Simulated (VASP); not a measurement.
Crystal: CuO.

```
CELL_PARAMETERS angstrom
1.99097 -2.15355 0.00000
1.99097 2.15355 0.00000
0.00000 0.00000 5.15593
ATOMIC_POSITIONS crystal
Cu 0.00000 0.50000 0.00000
Cu 0.50000 0.00000 0.50000
O 0.50000 0.50000 0.25000
O 0.50000 0.50000 0.75000
```

```yaml
Program: VASP 6.6.1
Task: relaxation of cell and atoms
Functional: PBEsol
Potentials_or_basis: VASP PAW PBE potentials, release 64 (Cu, O)
Cutoff: 600 eV
k_mesh: 14 × 14 × 8
Occupations: gaussian, width 0.1 eV
Spin: no spin polarisation
```

At the start: pressure -5.4 GPa; volume 11.05 Å³/atom.

Q: How do energy, volume and symmetry change on relaxing?

A: Over 30 steps the energy falls by 7.9 meV/atom and the volume is 10.70 Å³/atom (-3.2 %); space group Cccm (No. 66, to 0.1 Å) before, P4_2/mmc (No. 131, to 0.1 Å).

Step by step:
```csv
step,energy change (eV),largest force (eV/Å),pressure (GPa),volume (Å³)
1,0.0000,0.0000,-5.44,44.21
2,-0.0145,0.0000,4.04,41.85
3,-0.0264,0.0000,-0.08,42.77
4,-0.0264,0.0000,0.01,42.74
5,-0.0271,0.0000,0.02,42.71
6,-0.0279,0.0000,0.38,42.62
7,-0.0282,0.0000,-0.40,42.75
8,-0.0282,0.0000,-0.33,42.75
9,-0.0287,0.0000,-0.30,42.75
10,-0.0299,0.0000,-0.01,42.74
11,-0.0308,0.0000,0.48,42.72
12,-0.0311,0.0000,0.07,42.80
13,-0.0311,0.0000,0.13,42.83
14,-0.0312,0.0000,-0.22,42.88
15,-0.0312,0.0000,-0.07,42.87
16,-0.0312,0.0000,-0.11,42.87
17,-0.0312,0.0000,-0.14,42.88
18,-0.0313,0.0000,-0.17,42.87
19,-0.0316,0.0000,-0.22,42.83
20,-0.0314,0.0000,0.05,42.77
21,-0.0316,0.0000,-0.19,42.81
22,-0.0316,0.0000,0.29,42.73
23,-0.0316,0.0000,-0.03,42.78
24,-0.0316,0.0000,0.07,42.78
25,-0.0316,0.0000,0.14,42.78
26,-0.0316,0.0000,-0.26,42.78
27,-0.0316,0.0000,0.10,42.78
28,-0.0316,0.0000,-0.16,42.82
29,-0.0316,0.0000,-0.12,42.80
30,-0.0316,0.0000,0.02,42.79
```

Final structure:
```
CELL_PARAMETERS angstrom
2.04858 -2.04611 0.00000
2.04858 2.04611 0.00000
0.00000 0.00000 5.10402
ATOMIC_POSITIONS crystal
Cu 0.00000 0.50000 0.00000
Cu 0.50000 0.00000 0.50000
O 0.50000 0.50000 0.25000
O 0.50000 0.50000 0.75000
```

Caveat: the PAW data sets were made with another functional, which shifts forces and pressure a little.
